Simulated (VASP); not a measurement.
# MnVC4N4 (P-43m) in VASP: further runs

Runs on MnVC4N4. Level: PBE. Tasks: single point.

Everything below comes from runs of VASP 6.6.1. Logs are shortened: lines on timing, memory, paths and dates and some standing lists are left out, and cuts for length are marked.

### 1 The cell of the first run

Symmetry: P-43m, No. 215, cubic system. The conventional cell has a = 5.907 Å, b = 5.907 Å, c = 5.907 Å, α = 90.00°, β = 90.00°, γ = 90.00°. Mn (site symmetry -43m) has 4 C at 1.94 Å within 2.6 Å. Within 2.7 Å of V (site symmetry -43m) lie 4 N at 2.01 Å. Within 1.6 Å of C (site symmetry 3m) lie 1 N at 1.17 Å. N (site symmetry 3m) has 1 C at 1.17 Å within 1.6 Å.

### 2 Single point, PBE, collinear spin, ferromagnetic start

Contents of INCAR:

```
SYSTEM = MnVC4N4
PREC     = Accurate       ! precision mode
ENCUT    = 520            ! plane-wave cutoff, eV
EDIFF    = 1E-7           ! SCF threshold, eV
ISMEAR   = 0              ! smearing method
SIGMA    = 0.1            ! smearing width, eV
LREAL    = .FALSE.        ! projectors in reciprocal space
LASPH    = .TRUE.         ! aspherical terms in the spheres
NELM     = 150            ! most SCF steps
ALGO     = Normal         ! electronic algorithm
ISIF     = 2              ! what is computed and relaxed
LWAVE    = .FALSE.        ! write WAVECAR
LCHARG   = .FALSE.        ! write CHGCAR
ISPIN    = 2              ! spin polarisation
MAGMOM   = 4 2 0 0 0 0 0 0 0 0 ! initial moments
LORBIT   = 11             ! projections on sites
LMAXMIX  = 4              ! l up to which the mixer works
GGA      = PE             ! functional
NBANDS   = 46             ! bands
```

Contents of KPOINTS:

```
Automatic mesh
0
G
  4 4 4
  0 0 0
```

Contents of POSCAR:

```
MnVC4N4
1.0
    5.9068706000      0.0000000000      0.0000000000
    0.0000000000      5.9068706000      0.0000000000
    0.0000000000      0.0000000000      5.9068706000
Mn V C N
1 1 4 4
Direct
    0.0000000000      0.0000000000      0.0000000000
    0.5000000000      0.5000000000      0.5000000000
    0.1894243000      0.1894243000      0.1894243000
    0.1894243000      0.8105757000      0.8105757000
    0.8105757000      0.1894243000      0.8105757000
    0.8105757000      0.8105757000      0.1894243000
    0.3037826200      0.3037826200      0.3037826200
    0.3037826200      0.6962173800      0.6962173800
    0.6962173800      0.3037826200      0.6962173800
    0.6962173800      0.6962173800      0.3037826200
```

Potentials or basis: VASP PAW PBE potentials, release 64 (Mn_pv, V_sv, C, N).

On the command line:

```console
cat potpaw_PBE.64/Mn_pv/POTCAR potpaw_PBE.64/V_sv/POTCAR potpaw_PBE.64/C/POTCAR potpaw_PBE.64/N/POTCAR > POTCAR
mpirun -np 1 vasp_std > vasp.out
```

OUTCAR:

```text
SYSTEM = MnVC4N4
   PREC = Accurate
   ENCUT = 520
   EDIFF = 1E-7
   ISMEAR = 0
   LREAL = .FALSE.
   LASPH = .TRUE.
   NELM = 150
   ISIF = 2
   ISPIN = 2
   LORBIT = 11
   GGA = PE

 ion  position               nearest neighbor table
   1  0.000  0.000  0.000-   3 1.94   4 1.94   5 1.94   6 1.94
   2  0.500  0.500  0.500-   7 2.01   8 2.01   9 2.01  10 2.01
   3  0.189  0.189  0.189-   7 1.17   1 1.94
   4  0.189  0.811  0.811-   8 1.17   1 1.94
   5  0.811  0.189  0.811-   9 1.17   1 1.94
   6  0.811  0.811  0.189-  10 1.17   1 1.94
   7  0.304  0.304  0.304-   3 1.17   2 2.01
   8  0.304  0.696  0.696-   4 1.17   2 2.01
   9  0.696  0.304  0.696-   5 1.17   2 2.01
  10  0.696  0.696  0.304-   6 1.17   2 2.01

  LATTYP: Found a simple cubic cell.
 ALAT       =     5.9068706000

  Lattice vectors:

 A1 = (   5.9068706000,   0.0000000000,   0.0000000000)
 A2 = (   0.0000000000,   5.9068706000,   0.0000000000)
 A3 = (   0.0000000000,   0.0000000000,   5.9068706000)

Analysis of symmetry for initial positions (statically):
=====================================================================
 Subroutine PRICEL returns:
 Original cell was already a primitive cell.

 Routine SETGRP: Setting up the symmetry group for a
 simple cubic supercell.

 Subroutine GETGRP returns: Found 24 space group operations
 (whereof 24 operations were pure point group operations)
 out of a pool of 48 trial point group operations.

The static configuration has the point symmetry T_d .

Analysis of symmetry for dynamics (positions and initial velocities):
=====================================================================
 Subroutine PRICEL returns:
 Original cell was already a primitive cell.

 Routine SETGRP: Setting up the symmetry group for a
 simple cubic supercell.

 Subroutine GETGRP returns: Found 24 space group operations
 (whereof 24 operations were pure point group operations)
 out of a pool of 48 trial point group operations.

The dynamic configuration has the point symmetry T_d .

Analysis of structural, dynamic, and magnetic symmetry:
=====================================================================
 Subroutine PRICEL returns:
 Original cell was already a primitive cell.

 Routine SETGRP: Setting up the symmetry group for a
 simple cubic supercell.

 Subroutine GETGRP returns: Found 24 space group operations
 (whereof 24 operations were pure point group operations)
 out of a pool of 48 trial point group operations.

The overall configuration has the point symmetry T_d .

 Subroutine INISYM returns: Found 24 space group operations
 (whereof 24 operations are pure point group operations),
 and found     1 'primitive' translations

----------------------------------------------------------------------------------------

                                     Primitive cell

  volume of cell :     206.0973

  direct lattice vectors                    reciprocal lattice vectors
     5.906870600  0.000000000  0.000000000     0.169294381  0.000000000  0.000000000
     0.000000000  5.906870600  0.000000000     0.000000000  0.169294381  0.000000000
     0.000000000  0.000000000  5.906870600     0.000000000  0.000000000  0.169294381

  length of vectors
     5.906870600  5.906870600  5.906870600     0.169294381  0.169294381  0.169294381

  position of ions in fractional coordinates (direct lattice)
     0.000000000  0.000000000  0.000000000
     0.500000000  0.500000000  0.500000000
     0.189424300  0.189424300  0.189424300
     0.189424300  0.810575700  0.810575700
     0.810575700  0.189424300  0.810575700
     0.810575700  0.810575700  0.189424300
     0.303782620  0.303782620  0.303782620
     0.303782620  0.696217380  0.696217380
     0.696217380  0.303782620  0.696217380
     0.696217380  0.696217380  0.303782620

  ion indices of the primitive-cell ions
   primitive index   ion index
                 1           1
                 2           2
                 3           3
                 4           4
                 5           5
                 6           6
                 7           7
                 8           8
                 9           9
                10          10

[... 46 lines left out ...]
 SYSTEM =  MnVC4N4
   PREC   = accura    normal or accurate (medium, high low for compatibility)
   ISTART =      0    job   : 0-new  1-cont  2-samecut
   ICHARG =      2    charge: 1-file 2-atom 10-const
   ISPIN  =      2    spin polarized calculation?
   LNONCOLLINEAR =      F non collinear calculations
   LSORBIT =      F    spin-orbit coupling
   LASPH  =      T    aspherical Exc in radial PAW
   ENCUT  =  520.0 eV  38.22 Ry    6.18 a.u.  10.98 10.98 10.98*2*pi/ulx,y,z
   NELM   =    150;   NELMIN=  2; NELMDL= -5     # of ELM steps
   EDIFF  = 0.1E-06   stopping-criterion for ELM
   LREAL  =      F    real-space projection
   EDIFFG = 0.1E-05   stopping-criterion for IOM
   NSW    =      0    number of steps for IOM
   IBRION =     -1    ionic relax: 0-MD 1-quasi-New 2-CG
   NFREE  =      0    steps in history (QN), initial steepest desc. (CG)
   ISIF   =      2    stress and relaxation
   ISYM   =      2    0-nonsym 1-usesym 2-fastsym
   POTIM  = 0.5000    time-step for ionic-motion
   TEBEG  =    0.0;   TEEND  =   0.0 temperature during run
   PSTRESS=    0.0 pullay stress
   NELECT =      62.0000    total number of electrons
   NUPDOWN=      -1.0000    fix difference up-down
   EMIN   =  10.00;   EMAX   =-10.00  energy-range for DOS
   EFERMI =   0.00;   METHOD = LEGACY
   ISMEAR =     0;   SIGMA  =   0.10  broadening in eV -4-tet -1-fermi 0-gaus
   EFERMI_NEDOS =   21; number of points for ismear=-14 and -15
   IALGO  =     38    algorithm
   IMIX   =      4    mixing-type and parameters
     AMIX     =   0.40;   BMIX     =  1.00
     AMIX_MAG =   1.60;   BMIX_MAG =  1.00
  volume/ion in A,a.u.               =      20.61       139.08
  Fermi-wavevector in a.u.,A,eV,Ry     =   1.096936  2.072908 16.371462  1.203268
  Thomas-Fermi vector in A             =   2.233287
   LORBIT       =     11    0 simple, 1 ext, 2 COOP (PROOUT), +10 PAW based schemes
   GGA     = PE    functional components
   LHFCALC =     F    Hartree Fock is set to
   AEXX    =    0.0000 exact exchange contribution
   IVDW    =     0    specifies the selected vdW correction
   LEPSILON=     F    determine dielectric tensor
   LRPA    =     F    only Hartree local field effects (RPA)
 spin polarized calculation
 Gauss-broadening in eV      SIGMA  =   0.10
  energy-cutoff  :      520.00
  volume of cell :      206.10
 maximum number of plane-waves:      5580
 NGX is ok and might be reduce to    48
   NGX = 21   NGY = 21   NGZ = 21

 number of electron      62.0000005 magnetization       2.0000569

 Free energy of the ion-electron system (eV)
  ---------------------------------------------------
  ext. energy  EPLUGINS =         0.00000000
  ---------------------------------------------------
  free energy    TOTEN  =       -85.41148498 eV

  energy without entropy =      -85.38203188  energy(sigma->0) =      -85.39675843

 E-fermi :   0.0193     XC(G=0):  -7.2149

 val. band max:        0.0183317492   @ k =   0.0000   0.0000   0.0000
 cond. band min:       0.0428978337   @ k =   0.2500   0.2500   0.0000
 fundamental gap:      0.0245660845
 Fermi energy:         0.0192678196

 spin component 1

 k-point     1 :       0.0000    0.0000    0.0000
  band No.  band energies     occupation
      1     -64.1067      1.00000
      2     -49.8872      1.00000
      3     -49.8872      1.00000
      4     -49.8872      1.00000
      5     -37.9663      1.00000
      6     -37.9662      1.00000
[... 449 lines left out ...]
     42       4.6131      0.00000
     43       4.6131      0.00000
 Fermi energy:         0.0192678196

 spin component 2

 k-point     1 :       0.0000    0.0000    0.0000
  band No.  band energies     occupation
      1     -65.9795      1.00000
      2     -46.4032      1.00000
      3     -46.4032      1.00000
      4     -46.4032      1.00000
      5     -39.8137      1.00000
      6     -39.8136      1.00000
[... 449 lines left out ...]
     42       4.8807      0.00000
     43       4.8807      0.00000
 [bands above 43 left out]

------------------------ aborting loop because EDIFF is reached ----------------------------------------

  FORCE on cell =-STRESS in cart. coord.  units (eV):
  Direction    XX          YY          ZZ          XY          YZ          ZX
  --------------------------------------------------------------------------------------
  -------------------------------------------------------------------------------------
  Total        1.1452702      1.1452702      1.1452702     -0.0000000      0.0000000     -0.0000000
  in kB        8.9032009      8.9032009      8.9032009     -0.0000000      0.0000000     -0.0000000
  external PRESSURE =       8.9032009 kB  Pullay stress =       0.0000000 kB

 VOLUME and BASIS-vectors are now :
 -----------------------------------------------------------------------------
  energy-cutoff  :      520.00
  volume of cell :      206.10
      direct lattice vectors                 reciprocal lattice vectors
     5.906870600  0.000000000  0.000000000     0.169294381  0.000000000  0.000000000
     0.000000000  5.906870600  0.000000000     0.000000000  0.169294381  0.000000000
     0.000000000  0.000000000  5.906870600     0.000000000  0.000000000  0.169294381

 POSITION                                       TOTAL-FORCE (eV/Angst)
 -----------------------------------------------------------------------------------
      0.00000      0.00000      0.00000        -0.000000      0.000000      0.000000
      2.95344      2.95344      2.95344        -0.000000      0.000000      0.000000
      1.11890      1.11890      1.11890        -0.763593     -0.763593     -0.763593
      1.11890      4.78797      4.78797        -0.763593      0.763593      0.763593
      4.78797      1.11890      4.78797         0.763593     -0.763593      0.763593
      4.78797      4.78797      1.11890         0.763593      0.763593     -0.763593
      1.79440      1.79440      1.79440         1.637284      1.637284      1.637284
      1.79440      4.11247      4.11247         1.637284     -1.637284     -1.637284
      4.11247      1.79440      4.11247        -1.637284      1.637284     -1.637284
      4.11247      4.11247      1.79440        -1.637284     -1.637284      1.637284
 -----------------------------------------------------------------------------------
    total drift:                               -0.000000     -0.000000     -0.000000

  FREE ENERGIE OF THE ION-ELECTRON SYSTEM (eV)
  ---------------------------------------------------
  free  energy   TOTEN  =       -85.4114849844 eV

  energy  without entropy=      -85.3820318780  energy(sigma->0) =      -85.39675843

 total charge

# of ion       s       p       d       tot
------------------------------------------
    1        0.371   6.460   4.979  11.809
    2        2.224   6.189   2.917  11.331
    3        0.970   1.621   0.000   2.591
    4        0.970   1.621   0.000   2.591
    5        0.970   1.621   0.000   2.591
    6        0.970   1.621   0.000   2.591
    7        1.299   2.617   0.000   3.916
    8        1.299   2.617   0.000   3.916
    9        1.299   2.617   0.000   3.916
   10        1.299   2.617   0.000   3.916
--------------------------------------------------
tot         11.670  29.601   7.896  49.166

 magnetization (x)

# of ion       s       p       d       tot
------------------------------------------
    1        0.021   0.127   3.167   3.316
    2       -0.015  -0.023  -1.810  -1.848
    3       -0.006  -0.067   0.000  -0.073
    4       -0.006  -0.067   0.000  -0.073
    5       -0.006  -0.067   0.000  -0.073
    6       -0.006  -0.067   0.000  -0.073
    7        0.009   0.119   0.000   0.128
    8        0.009   0.119   0.000   0.128
    9        0.009   0.119   0.000   0.128
   10        0.009   0.119   0.000   0.128
--------------------------------------------------
tot          0.022   0.309   1.358   1.688
```

Run time: 6.2 min. Hardware: 1 thread of Intel Xeon Platinum 8259CL at 2.50GHz (Skylake/Cascade Lake), shared host; peak memory 0.48 GiB.

Results:

* Free energy: -85.4115 eV
* Pressure: 0.9 GPa
* Largest force: 2.836 eV/Å
* Band gap on the k mesh: zero (filled and empty bands overlap)
* Net moment: 2.00 μB per cell
* Site moments: Mn +3.32; V -1.85; C -0.07; N +0.13 μB
* Valence electrons inside the program's atomic spheres: Mn 11.81; V 11.33; C 2.59; N 3.92

Forces in eV/Å, atoms in the order of the input:
```
Mn   0.000  0.000  0.000
V    0.000  0.000  0.000
C   -0.764 -0.764 -0.764
C   -0.764  0.764  0.764
C    0.764 -0.764  0.764
C    0.764  0.764 -0.764
N    1.637  1.637  1.637
N    1.637 -1.637 -1.637
N   -1.637  1.637 -1.637
N   -1.637 -1.637  1.637
```

Levels at points of the mesh, in eV from the Fermi level:
Spin up:
```tsv
k point	band 29	band 30	band 31	band 32	band 33	band 34	band 35	band 36
(0.00, 0.00, 0.00)	-2.35	-1.05	-1.05	-1.05	1.12	1.12	1.28	1.28
(0.50, 0.00, 0.00)	-2.15	-1.13	-0.97	-0.97	1.08	1.19	1.45	1.52
(0.50, 0.50, 0.00)	-2.16	-1.07	-0.91	-0.91	1.05	1.21	1.45	1.52
(0.50, 0.50, 0.50)	-2.35	-0.93	-0.93	-0.93	1.15	1.15	1.42	1.42
```
Spin down:
| k point | band 28 | band 29 | band 30 | band 31 | band 32 | band 33 |
| --- | --- | --- | --- | --- | --- | --- |
| (0.00, 0.00, 0.00) | -1.32 | -1.32 | 0.00 | 0.00 | 0.00 | 0.71 |
| (0.50, 0.00, 0.00) | -1.22 | -0.95 | -0.24 | 0.17 | 0.17 | 0.41 |
| (0.50, 0.50, 0.00) | -1.17 | -0.95 | -0.25 | 0.34 | 0.34 | 0.39 |
| (0.50, 0.50, 0.50) | -1.29 | -1.29 | 0.25 | 0.25 | 0.25 | 0.71 |

Caveat: a cell with one magnetic atom can't hold antiferromagnetic order, which such compounds often take; forces of over 1 eV/Å act on the atoms, so gaps and moduli don't describe the material at rest.

(Part 1 of 2 ends here.)

The gap in the log of VASP goes by the Fermi energy; the results here count the filled bands.